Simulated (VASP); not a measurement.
Runs of VASP 6.6.1 on Hf. The structure is that of space group Fm-3m (No. 225), or close to it. The cells are those of the table. 

```csv
cell,k mesh,gap on the mesh (eV),pressure (GPa)
"a = 3.237 Å, angles 60.0°, 1 atom",14 × 14 × 14,none,(b)
"a = 3.318 Å, angles 60.0°, 1 atom",14 × 14 × 14,none,(a)
"a = 3.151 Å, angles 60.0°, 1 atom",14 × 14 × 14,none,3.8
"a = 3.195 Å, angles 60.0°, 1 atom",20 × 20 × 20,none,-0.4
"a = 3.195 Å, angles 60.0°, 1 atom",14 × 14 × 14,none,-0.4
"a = 3.278 Å, angles 60.0°, 1 atom",14 × 14 × 14,none,-7.0
"a = 3.107 Å, angles 60.0°, 1 atom",14 × 14 × 14,none,8.9
"a = 3.061 Å, angles 60.0°, 1 atom",14 × 14 × 14,none,14.9
```

Alike in all rows: task single point; level revPBE; potentials or basis VASP PAW PBE potentials, release 64 (Hf_pv); no spin polarisation; cutoff (eV) 520; smearing fermi-dirac 0.1 eV.

Fill in the values left out.

(a) -9.6; (b) -4.0.

Caveats: the PAW data sets were made with another functional, which shifts forces and pressure a little; spin-orbit coupling is left out, which moves the levels of the heavy elements.

A k mesh can miss the band edges, and the runs leave out spin-orbit coupling on Hf.

A gap of «none» marks levels without a gap at the run's occupations.
